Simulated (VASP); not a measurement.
A run of VASP 6.6.1 is set up as follows.

File POSCAR:

```
BN
1.0
    2.5256004897      0.0000000000      0.0000000000
   -1.2628002449      2.1872341839      0.0000000000
    0.0000000000      0.0000000000      6.9613833556
B N
2 2
Direct
    0.3333333333      0.6666666667      0.2500000000
    0.6666666667      0.3333333333      0.7500000000
    0.6666666667      0.3333333333      0.2500000000
    0.3333333333      0.6666666667      0.7500000000
```

Contents of INCAR.step1:

```
SYSTEM = BN
ALGO = Normal ; EDIFF = 1E-4
ENCUT = 520 ; GGA = PE
ISMEAR = 0 ; LASPH = .TRUE.
LCHARG = .FALSE. ; LREAL = .FALSE.
LWAVE = .TRUE. ; NBANDS = 16
NELM = 60 ; PREC = Accurate
SIGMA = 0.01
```

Contents of INCAR.step2:

```
SYSTEM = BN
ALGO = Normal ; EDIFF = 1E-6
ENCUT = 520 ; ISIF = 2
ISMEAR = 0 ; ISTART = 1
LASPH = .TRUE. ; LCHARG = .FALSE.
LMIXTAU = .TRUE. ; LREAL = .FALSE.
LWAVE = .FALSE. ; METAGGA = R2SCAN
NBANDS = 16 ; NELM = 60
PREC = Accurate ; SIGMA = 0.01
```

Contents of KPOINTS:

```
k-points
0
G
  9 9 4
  0 0 0
```

Potentials or basis: VASP PAW PBE potentials, release 64 (B, N).

The run is started by

```sh
$ cat potpaw_PBE.64/B/POTCAR potpaw_PBE.64/N/POTCAR > POTCAR
$ cp INCAR.step1 INCAR
$ mpirun -np 1 vasp_std > vasp.out
$ cp INCAR.step2 INCAR
$ mpirun -np 1 vasp_std > vasp.out
```

What does it give for the band gap on the k mesh?

5.02 eV, indirect (least direct gap 5.29 eV).

Estimate the pressure.

-6.4 GPa.

Stress tensor (GPa, compression positive):
```
-9.33  0.00  0.00
 0.00 -9.33  0.00
 0.00  0.00 -0.48
```

Caveat: the PAW data sets were made with another functional, which shifts forces and pressure a little. A k mesh can miss the band edges.
